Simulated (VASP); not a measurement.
Set up this calculation in VASP 6.6.1, as the native input.

| Quantity | Value |
| --- | --- |
| Task | single point |
| Functional | LDA |
| Potentials or basis | VASP PAW LDA potentials, release 64 (Al) |
| Cutoff | 520 eV |
| k mesh | 14 × 14 × 4 |
| Occupations | fermi-dirac, width 0.1 eV |
| Spin | no spin polarisation |
| Dipole correction | no |
| Further INCAR settings | ALGO = Normal; EDIFF = 1e-06; NBANDS = 14 |

The structure of Al lies in POSCAR:

```
Al
1.0
    2.6891860805      0.0000000000      0.0000000000
   -1.3445930403      2.3289034612      0.0000000000
    0.0000000000      0.0000000000      8.9168391945
Al
4
Direct
    1.0000000000      0.0000000000      0.0000000000
    1.0000000000      1.0000000000      0.5000000000
    0.3333333333      0.6666666667      0.2500000000
    0.6666666667      0.3333333333      0.7500000000
```

This isn't the form of Al at room conditions, which is fcc.

One way to write it, as run:

INCAR

```
PREC     = Accurate       # precision mode
ENCUT    = 520            # plane-wave cutoff, eV
EDIFF    = 1E-6           # SCF threshold, eV
ISMEAR   = -1             # smearing method
SIGMA    = 0.1            # smearing width, eV
LREAL    = F              # projectors in reciprocal space
LASPH    = T              # aspherical terms in the spheres
NELM     = 80             # most SCF steps
ALGO     = Normal         # electronic algorithm
ISIF     = 2              # what is computed and relaxed
LWAVE    = F              # write WAVECAR
LCHARG   = F              # write CHGCAR
NBANDS   = 14             # bands
```

KPOINTS

```
regular mesh
0
Gamma
  14 14 4
```

Potentials or basis: VASP PAW LDA potentials, release 64 (Al).

The run is started by

```sh
$ cat potpaw_LDA.64/Al/POTCAR > POTCAR
$ mpirun -np 1 vasp_std > vasp.out
```

Results of the run:

```json
{
 "Pressure": "14.3 GPa",
 "Band gap on the k mesh": "zero (bands 6 and 7 overlap by 5.83 eV)"
}
```

Caveat: the cell stands under pressure.

Wall time 29 s on 1 thread of Intel Xeon 6455B, with other jobs on the host, peak memory 0.17 GiB.
